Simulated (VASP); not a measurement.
# Sb (Pm-3m) in VASP: notebook

The runs below take Sb through single point, relaxation of cell and atoms, with RPBE.

Everything below comes from runs of VASP 6.6.1. Logs are shortened: lines on timing, memory, paths and dates and some standing lists are left out, and cuts for length are marked.

### Step 1. The cell of the first run

It takes space group Pm-3m (No. 221, cubic). Conventional cell: a = 3.130 Å, b = 3.130 Å, c = 3.130 Å, α = 90.00°, β = 90.00°, γ = 90.00°. Sb (site symmetry m-3m) has 6 Sb at 3.13 Å within 4.1 Å.

### Step 2. Single point, RPBE

Contents of INCAR:

```
SYSTEM = Sb
PREC = Accurate ; ENCUT = 520
EDIFF = 1E-7 ; ISMEAR = -1
SIGMA = 0.1 ; LREAL = .False.
LASPH = .True. ; NELM = 60
ALGO = Normal ; ISIF = 2
LWAVE = .False. ; LCHARG = .False.
GGA = RP ; NBANDS = 8
```

Contents of KPOINTS:

```
regular mesh
0
Gamma
  16 16 16
  0 0 0
```

Contents of POSCAR:

```
Sb
1.0
    3.1298764661      0.0000000000      0.0000000000
    0.0000000000      3.1298764661      0.0000000000
    0.0000000000      0.0000000000      3.1298764661
Sb
1
Direct
    0.0000000000      0.0000000000      0.0000000000
```

Potentials or basis: VASP PAW PBE potentials, release 64 (Sb).

Started as:

```
$ cat potpaw_PBE.64/Sb/POTCAR > POTCAR
$ mpirun -np 1 vasp_std > vasp.out
```

OUTCAR:

```text
SYSTEM = Sb
   PREC = Accurate
   ENCUT = 520
   EDIFF = 1E-7
   ISMEAR = -1
   LREAL = .False.
   LASPH = .True.
   NELM = 60
   ISIF = 2
   GGA = RP

 ion  position               nearest neighbor table
   1  0.000  0.000  0.000-

  LATTYP: Found a simple cubic cell.
 ALAT       =     3.1298764661

  Lattice vectors:

 A1 = (   3.1298764661,   0.0000000000,   0.0000000000)
 A2 = (   0.0000000000,   3.1298764661,   0.0000000000)
 A3 = (   0.0000000000,   0.0000000000,   3.1298764661)

Analysis of symmetry for initial positions (statically):
=====================================================================
 Subroutine PRICEL returns:
 Original cell was already a primitive cell.

 Routine SETGRP: Setting up the symmetry group for a
 simple cubic supercell.

 Subroutine GETGRP returns: Found 48 space group operations
 (whereof 48 operations were pure point group operations)
 out of a pool of 48 trial point group operations.

The static configuration has the point symmetry O_h .

Analysis of symmetry for dynamics (positions and initial velocities):
=====================================================================
 Subroutine PRICEL returns:
 Original cell was already a primitive cell.

 Routine SETGRP: Setting up the symmetry group for a
 simple cubic supercell.

 Subroutine GETGRP returns: Found 48 space group operations
 (whereof 48 operations were pure point group operations)
 out of a pool of 48 trial point group operations.

The dynamic configuration has the point symmetry O_h .

 Subroutine INISYM returns: Found 48 space group operations
 (whereof 48 operations are pure point group operations),
 and found     1 'primitive' translations

----------------------------------------------------------------------------------------

                                     Primitive cell

  volume of cell :      30.6607

  direct lattice vectors                    reciprocal lattice vectors
     3.129876466  0.000000000  0.000000000     0.319501428  0.000000000  0.000000000
     0.000000000  3.129876466  0.000000000     0.000000000  0.319501428  0.000000000
     0.000000000  0.000000000  3.129876466     0.000000000  0.000000000  0.319501428

  length of vectors
     3.129876466  3.129876466  3.129876466     0.319501428  0.319501428  0.319501428

  position of ions in fractional coordinates (direct lattice)
     0.000000000  0.000000000  0.000000000

  ion indices of the primitive-cell ions
   primitive index   ion index
                 1           1

----------------------------------------------------------------------------------------

 KPOINTS: regular mesh

Automatic generation of k-mesh.
 Grid dimensions read from file:
 generate k-points for:   16   16   16

 Generating k-lattice:

  Cartesian coordinates                     Fractional coordinates (reciprocal lattice)
     0.019968839  0.000000000  0.000000000     0.062500000  0.000000000  0.000000000
     0.000000000  0.019968839  0.000000000     0.000000000  0.062500000  0.000000000
     0.000000000  0.000000000  0.019968839     0.000000000  0.000000000  0.062500000

  Length of vectors
     0.019968839  0.019968839  0.019968839

  Shift w.r.t. Gamma in fractional coordinates (k-lattice)
     0.000000000  0.000000000  0.000000000

 Subroutine IBZKPT returns following result:
 ===========================================

 Found    165 irreducible k-points:

 Following reciprocal coordinates:
            Coordinates               Weight
  0.000000  0.000000  0.000000      1.000000
  0.062500  0.000000  0.000000      6.000000
  0.125000  0.000000  0.000000      6.000000
  0.187500  0.000000  0.000000      6.000000
  0.250000  0.000000  0.000000      6.000000
  0.312500  0.000000  0.000000      6.000000
[... 16 lines left out ...]
  0.437500  0.125000  0.000000     24.000000
  0.500000  0.125000  0.000000     12.000000
 [... further k-points ...]
   k-points           NKPTS =    165   k-points in BZ     NKDIM =    165   number of bands    NBANDS=      8
   number of dos      NEDOS =    301   number of ions     NIONS =      1
   total plane-waves  NPLWV =  13824
   dimension x,y,z NGX =    24 NGY =   24 NGZ =   24
   dimension x,y,z NGXF=    48 NGYF=   48 NGZF=   48
   ions per type =               1
   NGX,Y,Z   is equivalent  to a cutoff of  12.75, 12.75, 12.75 a.u.
   NGXF,Y,Z  is equivalent  to a cutoff of  25.50, 25.50, 25.50 a.u.
 SYSTEM =  Sb
   PREC   = accura    normal or accurate (medium, high low for compatibility)
   ISTART =      0    job   : 0-new  1-cont  2-samecut
   ICHARG =      2    charge: 1-file 2-atom 10-const
   ISPIN  =      1    spin polarized calculation?
   LNONCOLLINEAR =      F non collinear calculations
   LSORBIT =      F    spin-orbit coupling
   LASPH  =      T    aspherical Exc in radial PAW
   ENCUT  =  520.0 eV  38.22 Ry    6.18 a.u.   5.82  5.82  5.82*2*pi/ulx,y,z
   NELM   =     60;   NELMIN=  2; NELMDL= -5     # of ELM steps
   EDIFF  = 0.1E-06   stopping-criterion for ELM
   LREAL  =      F    real-space projection
   EDIFFG = 0.1E-05   stopping-criterion for IOM
   NSW    =      0    number of steps for IOM
   IBRION =     -1    ionic relax: 0-MD 1-quasi-New 2-CG
   NFREE  =      0    steps in history (QN), initial steepest desc. (CG)
   ISIF   =      2    stress and relaxation
   ISYM   =      2    0-nonsym 1-usesym 2-fastsym
   POTIM  = 0.5000    time-step for ionic-motion
   TEBEG  =    0.0;   TEEND  =   0.0 temperature during run
   PSTRESS=    0.0 pullay stress
   NELECT =       5.0000    total number of electrons
   NUPDOWN=      -1.0000    fix difference up-down
   EMIN   =  10.00;   EMAX   =-10.00  energy-range for DOS
   EFERMI =   0.00;   METHOD = LEGACY
   ISMEAR =    -1;   SIGMA  =   0.10  broadening in eV -4-tet -1-fermi 0-gaus
   EFERMI_NEDOS =   21; number of points for ismear=-14 and -15
   IALGO  =     38    algorithm
   IMIX   =      4    mixing-type and parameters
     AMIX     =   0.40;   BMIX     =  1.00
     AMIX_MAG =   1.60;   BMIX_MAG =  1.00
  volume/ion in A,a.u.               =      30.66       206.91
  Fermi-wavevector in a.u.,A,eV,Ry     =   0.894412  1.690194 10.884292  0.799973
  Thomas-Fermi vector in A             =   2.016614
   LORBIT       =      0    0 simple, 1 ext, 2 COOP (PROOUT), +10 PAW based schemes
   GGA     = RP    functional components
   LHFCALC =     F    Hartree Fock is set to
   AEXX    =    0.0000 exact exchange contribution
   IVDW    =     0    specifies the selected vdW correction
   LEPSILON=     F    determine dielectric tensor
   LRPA    =     F    only Hartree local field effects (RPA)
 non-spin polarized calculation
  energy-cutoff  :      520.00
  volume of cell :       30.66
 maximum number of plane-waves:       846
 NGX is ok and might be reduce to    24
   NGX = 11   NGY = 11   NGZ = 11

 number of electron       5.0000000 magnetization

 Free energy of the ion-electron system (eV)
  ---------------------------------------------------
  ext. energy  EPLUGINS =         0.00000000
  ---------------------------------------------------
  free energy    TOTEN  =        -3.72629319 eV

  energy without entropy =       -3.70924115  energy(sigma->0) =       -3.71776717

 E-fermi :   6.8963     XC(G=0):  -9.4376

 val. band max:        6.8486844762   @ k =   0.1875   0.1250   0.1250
 cond. band min:       6.9223895553   @ k =   0.3750   0.3125   0.3125
 fundamental gap:      0.0737050791
 Fermi energy:         6.8962845119

 k-point     1 :       0.0000    0.0000    0.0000
  band No.  band energies     occupation
      1      -5.2680      2.00000
      2      10.1060      0.00000
      3      10.1060      0.00000
      4      10.1060      0.00000
      5      13.7472      0.00000
      6      13.7472      0.00000
      7      15.0789      0.00000
      8      24.3402      0.00000

 k-point     2 :       0.0625    0.0000    0.0000
  band No.  band energies     occupation
      1      -5.2129      2.00000
      2       9.3729      0.00000
      3      10.1600      0.00000
      4      10.1600      0.00000
      5      13.7914      0.00000
      6      14.2266      0.00000
      7      15.4575      0.00000
      8      23.7828      0.00000

 k-point     3 :       0.1250    0.0000    0.0000
  band No.  band energies     occupation
      1      -5.0489      2.00000
      2       7.9532      0.00005
      3      10.3190      0.00000
      4      10.3190      0.00000
      5      13.9233      0.00000
      6      14.6695      0.00000
      7      16.8029      0.00000
      8      22.7757      0.00000

 k-point     4 :       0.1875    0.0000    0.0000
  band No.  band energies     occupation
      1      -4.7802      2.00000
      2       6.4402      1.97932
      3      10.5730      0.00000
      4      10.5730      0.00000
      5      14.1410      0.00000
      6      14.9852      0.00000
      7      18.5833      0.00000
      8      21.7060      0.00000

 k-point     5 :       0.2500    0.0000    0.0000
  band No.  band energies     occupation
      1      -4.4166      2.00000
      2       4.9950      2.00000
      3      10.9032      0.00000
      4      10.9032      0.00000
      5      14.4394      0.00000
      6      15.3524      0.00000
      7      20.3038      0.00000
      8      20.6714      0.00000
[... 177 lines left out ...]
 k-point    22 :       0.3750    0.1250    0.0000
  band No.  band energies     occupation
      1      -3.2904      2.00000
      2       2.7991      2.00000
      3       9.5762      0.00000
      4      11.8599      0.00000
      5      15.5261      0.00000
      6      16.0666      0.00000
      7      18.4332      0.00000
      8      19.1210      0.00000

 k-point    23 :       0.4375    0.1250    0.0000
  band No.  band energies     occupation
      1      -2.8899      2.00000
      2       2.0154      2.00000
      3       9.9026      0.00000
      4      12.1407      0.00000
      5      15.0585      0.00000
      6      16.4374      0.00000
      7      18.3627      0.00000
      8      18.5932      0.00000

 k-point    24 :       0.5000    0.1250    0.0000
  band No.  band energies     occupation
      1      -2.7212      2.00000
      2       1.7183      2.00000
      3      10.0331      0.00000
      4      12.2484      0.00000
      5      14.8514      0.00000
      6      16.6841      0.00000
      7      18.1575      0.00000
      8      18.4027      0.00000

 [... further k-points ...]
[... 5 lines left out ...]
  --------------------------------------------------------------------------------------
  -------------------------------------------------------------------------------------
  Total        0.0125511      0.0125511      0.0125511     -0.0000000      0.0000000      0.0000000
  in kB        0.6558570      0.6558570      0.6558570     -0.0000000      0.0000000      0.0000000
  external PRESSURE =       0.6558570 kB  Pullay stress =       0.0000000 kB

 VOLUME and BASIS-vectors are now :
 -----------------------------------------------------------------------------
  energy-cutoff  :      520.00
  volume of cell :       30.66
      direct lattice vectors                 reciprocal lattice vectors
     3.129876466  0.000000000  0.000000000     0.319501428  0.000000000  0.000000000
     0.000000000  3.129876466  0.000000000     0.000000000  0.319501428  0.000000000
     0.000000000  0.000000000  3.129876466     0.000000000  0.000000000  0.319501428

 POSITION                                       TOTAL-FORCE (eV/Angst)
 -----------------------------------------------------------------------------------
      0.00000      0.00000      0.00000         0.000000      0.000000      0.000000
 -----------------------------------------------------------------------------------
    total drift:                               -0.000000      0.000000      0.000000

  FREE ENERGIE OF THE ION-ELECTRON SYSTEM (eV)
  ---------------------------------------------------
  free  energy   TOTEN  =        -3.7262931852 eV

  energy  without entropy=       -3.7092411539  energy(sigma->0) =       -3.71776717
```

It took 29 s on 1 thread of Intel Xeon 8259CL, shared host; peak memory 0.16 GiB.

Results:

```
Free energy : -3.7263 eV
Pressure    : 0.1 GPa
```

Levels at points of the mesh, in eV from the Fermi level:
| k point | band 1 | band 2 | band 3 | band 4 | band 5 | band 6 |
| --- | --- | --- | --- | --- | --- | --- |
| (0.00, 0.00, 0.00) | -12.16 | 3.21 | 3.21 | 3.21 | 6.85 | 6.85 |
| (0.50, 0.00, 0.00) | -9.84 | -5.39 | 5.13 | 5.13 | 8.87 | 10.58 |
| (0.50, 0.50, 0.00) | -7.38 | -3.42 | -3.42 | 2.31 | 7.08 | 12.59 |
| (0.50, 0.50, 0.50) | -4.64 | -1.57 | -1.57 | -1.57 | 4.86 | 4.86 |

Caveat: the PAW data sets were made with another functional, which shifts forces and pressure a little; spin-orbit coupling is left out, which moves the levels of the heavy elements.

(Part 1 of 2 ends here.)
